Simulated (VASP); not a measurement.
# C (Fmmm) in VASP: notebook, part 3 of 3

VASP 6.6.1. Earlier steps stand in the parts before.

### 6 Single point, LDA (strain +0.0250 x Voigt [0, 0, 0, 1, 0, 0])

INCAR

```
PREC = Accurate
ENCUT = 910
EDIFF = 1E-6
ISMEAR = 0
SIGMA = 0.05
LREAL = F
LASPH = T
NELM = 120
ALGO = Normal
ISIF = 2
LWAVE = F
LCHARG = F
NBANDS = 26
GGA_COMPAT = F
```

KPOINTS

```
Automatic mesh
0
Gamma
  8 8 8
```

POSCAR

```
C
1.0
   -2.4103983070      2.4405282858      2.4405282858
    2.4103983070     -2.3802683282      2.3802683282
    2.4103983070      2.3802683282     -2.3802683282
C
8
Direct
    0.3254710870      0.0000000000      0.0000000000
    0.6745289130      0.6745289130      0.6745289130
    0.0000000000      0.3254710870      0.0000000000
    0.0000000000      0.0000000000      0.3254710870
    0.0000000000      0.6745289130      0.0000000000
    0.3254710870      0.3254710870      0.3254710870
    0.6745289130      0.0000000000      0.0000000000
    0.0000000000      0.0000000000      0.6745289130
```

Potentials or basis: VASP PAW LDA potentials, release 64 (C_h).

On the command line:

```bash
cat potpaw_LDA.64/C_h/POTCAR > POTCAR
mpirun -np 1 vasp_std > vasp.out
```

OUTCAR:

```text
PREC = Accurate
   ENCUT = 910
   EDIFF = 1E-6
   ISMEAR = 0
   LREAL = F
   LASPH = T
   NELM = 120
   ISIF = 2

 ion  position               nearest neighbor table
   1  0.325  0.000  0.000-   7 1.47
   2  0.675  0.675  0.675-   6 1.47
   3  0.000  0.325  0.000-   5 1.45
   4  0.000  0.000  0.325-   8 1.45
   5  0.000  0.675  0.000-   3 1.45
   6  0.325  0.325  0.325-   2 1.47
   7  0.675  0.000  0.000-   1 1.47
   8  0.000  0.000  0.675-   4 1.45

  LATTYP: Found a face centered orthorhombic cell.
 ALAT       =     4.8207966140
 B/A-ratio  =     1.3965358929
 C/A-ratio  =     1.4318912319

  Lattice vectors:

 A1 = (   0.0000000000,   4.8207966140,   0.0602599576)
 A2 = (   2.4103983070,   2.4405282858,   2.4405282858)
 A3 = (   2.4103983070,   2.3802683282,  -2.3802683282)

Analysis of symmetry for initial positions (statically):
=====================================================================
 Subroutine PRICEL returns:
 Original cell was already a primitive cell.

 Routine SETGRP: Setting up the symmetry group for a
 face centered orthorhombic supercell.

 Subroutine GETGRP returns: Found  8 space group operations
 (whereof  8 operations were pure point group operations)
 out of a pool of  8 trial point group operations.

The static configuration has the point symmetry D_2h.

Analysis of symmetry for dynamics (positions and initial velocities):
=====================================================================
 Subroutine PRICEL returns:
 Original cell was already a primitive cell.

 Routine SETGRP: Setting up the symmetry group for a
 face centered orthorhombic supercell.

 Subroutine GETGRP returns: Found  8 space group operations
 (whereof  8 operations were pure point group operations)
 out of a pool of  8 trial point group operations.

[... 134 lines left out ...]
  Fermi-wavevector in a.u.,A,eV,Ry     =   1.358434  2.567069 25.107425  1.845344
  Thomas-Fermi vector in A             =   2.485268
   LORBIT       =      0    0 simple, 1 ext, 2 COOP (PROOUT), +10 PAW based schemes
   GGA     = CA    functional components
   LHFCALC =     F    Hartree Fock is set to
   AEXX    =    0.0000 exact exchange contribution
   IVDW    =     0    specifies the selected vdW correction
   LEPSILON=     F    determine dielectric tensor
   LRPA    =     F    only Hartree local field effects (RPA)
 non-spin polarized calculation
 Gauss-broadening in eV      SIGMA  =   0.05
  energy-cutoff  :      910.00
  volume of cell :       56.01
 maximum number of plane-waves:      3518
 NGX is ok and might be reduce to    42
   NGX = 21   NGY = 21   NGZ = 21

 number of electron      32.0000000 magnetization

 Free energy of the ion-electron system (eV)
  ---------------------------------------------------
  ext. energy  EPLUGINS =         0.00000000
  ---------------------------------------------------
  free energy    TOTEN  =       -75.32275361 eV

  energy without entropy =      -75.32275361  energy(sigma->0) =      -75.32275361

 E-fermi :   8.2139     XC(G=0): -12.1360

 val. band max:        7.9398619685   @ k =   0.5000   0.5000   0.5000
 cond. band min:      10.7673297749   @ k =   0.1250  -0.3750   0.1250
 fundamental gap:      2.8274678064
 Fermi energy:         8.2139495126

 k-point     1 :       0.0000    0.0000    0.0000
  band No.  band energies     occupation
      1     -13.2172      2.00000
      2      -5.1219      2.00000
      3      -5.0011      2.00000
      4      -4.8754      2.00000
      5      -4.0628      2.00000
      6      -3.9562      2.00000
[... 685 lines left out ...]
     25      19.6405      0.00000
     26      20.1664      0.00000

 [... further k-points ...]

------------------------ aborting loop because EDIFF is reached ----------------------------------------

  FORCE on cell =-STRESS in cart. coord.  units (eV):
  Direction    XX          YY          ZZ          XY          YZ          ZX
  --------------------------------------------------------------------------------------
  -------------------------------------------------------------------------------------
  Total        0.2018052      0.1911118      0.1911118      0.0000000     -2.5810377     -0.0000000
  in kB        5.7727722      5.4668805      5.4668805      0.0000000    -73.8322954     -0.0000000
  external PRESSURE =       5.5688444 kB  Pullay stress =       0.0000000 kB

 VOLUME and BASIS-vectors are now :
 -----------------------------------------------------------------------------
  energy-cutoff  :      910.00
  volume of cell :       56.01
      direct lattice vectors                 reciprocal lattice vectors
    -2.410398307  2.440528286  2.440528286     0.000000000  0.204873675  0.204873675
     2.410398307 -2.380268328  2.380268328     0.207434596 -0.002593338  0.207467013
     2.410398307  2.380268328 -2.380268328     0.207434596  0.207467013 -0.002593338

 POSITION                                       TOTAL-FORCE (eV/Angst)
 -----------------------------------------------------------------------------------
     -0.78451      0.79432      0.79432        -0.047625      0.059187      0.059187
      1.62588      1.64621      1.64621        -0.047625     -0.059187     -0.059187
      0.78451     -0.77471      0.77471        -0.020083      0.019436     -0.019436
      0.78451      0.77471     -0.77471        -0.020083     -0.019436      0.019436
      1.62588     -1.60556      1.60556         0.020083     -0.019436      0.019436
      0.78451      0.79432      0.79432         0.047625      0.059187      0.059187
     -1.62588      1.64621      1.64621         0.047625     -0.059187     -0.059187
      1.62588      1.60556     -1.60556         0.020083      0.019436     -0.019436
 -----------------------------------------------------------------------------------
    total drift:                               -0.000000     -0.000000      0.000000

  FREE ENERGIE OF THE ION-ELECTRON SYSTEM (eV)
  ---------------------------------------------------
  free  energy   TOTEN  =       -75.3227536094 eV

  energy  without entropy=      -75.3227536094  energy(sigma->0) =      -75.32275361
```

stdout:

```text
POSCAR found type information on POSCAR C
 POSCAR found :  1 types and       8 ions
 scaLAPACK will be used
 LDA part: xc-table for (Slater(with rela. corr.)+CA(PZ))
 , standard interpolation
 POSCAR, INCAR and KPOINTS ok, starting setup
 FFT: planning ... GRIDC
 FFT: planning ... GRID_SOFT
 FFT: planning ... GRID
 WAVECAR not read
 entering main loop
```

Wall time 2.6 min (1 thread of Intel Xeon 6975P-C (Granite Rapids), shared host); peak memory 0.34 GiB.

What came out:

```
Free energy            : -75.3228 eV
Pressure               : 0.6 GPa
Largest force          : 0.096 eV/Å
Band gap on the k mesh : 2.83 eV (least direct gap 3.68 eV)
```

Forces in eV/Å, atoms in the order of the input:
```
C   -0.048  0.059  0.059
C   -0.048 -0.059 -0.059
C   -0.020  0.019 -0.019
C   -0.020 -0.019  0.019
C    0.020 -0.019  0.019
C    0.048  0.059  0.059
C    0.048 -0.059 -0.059
C    0.020  0.019 -0.019
```

Caveat: the cell differs from its parent crystal (strain +0.0250 x Voigt [0, 0, 0, 1, 0, 0]); the cutoff is under 1.25 times the usual one of these potentials, so pressure, stress and relaxed cells hold a basis-set (Pulay) error.

### 7 The runs side by side

```tsv
cell	gap on the mesh (eV)	pressure (GPa)	largest force (eV/Å)
a = 4.119, b = 4.231, c = 4.231 Å, angles 110.5, 109.5, 109.5°, 8 atoms	2.71	0.6	0.13
a = 4.147, b = 4.203, c = 4.203 Å, angles 110.0, 109.5, 109.5°, 8 atoms	2.87	0.5	0.09
a = 4.217, b = 4.133, c = 4.133 Å, angles 108.7, 109.5, 109.5°, 8 atoms	2.79	0.6	0.11
a = 4.189, b = 4.161, c = 4.161 Å, angles 109.2, 109.5, 109.5°, 8 atoms	2.95	0.5	0.06
a = 4.210, b = 4.140, c = 4.140 Å, angles 108.8, 109.5, 109.5°, 8 atoms	2.83	0.6	0.10
```

Alike in all rows: task single point; level LDA; potentials or basis VASP PAW LDA potentials, release 64 (C_h); no spin polarisation; k mesh 8 × 8 × 8; cutoff (eV) 910; smearing gaussian 0.05 eV.

Caveats: the cutoff is under 1.25 times the usual one of these potentials, so pressure, stress and relaxed cells hold a basis-set (Pulay) error.

Total energies depend on the potentials used, so only differences within one code and one set of settings carry meaning.
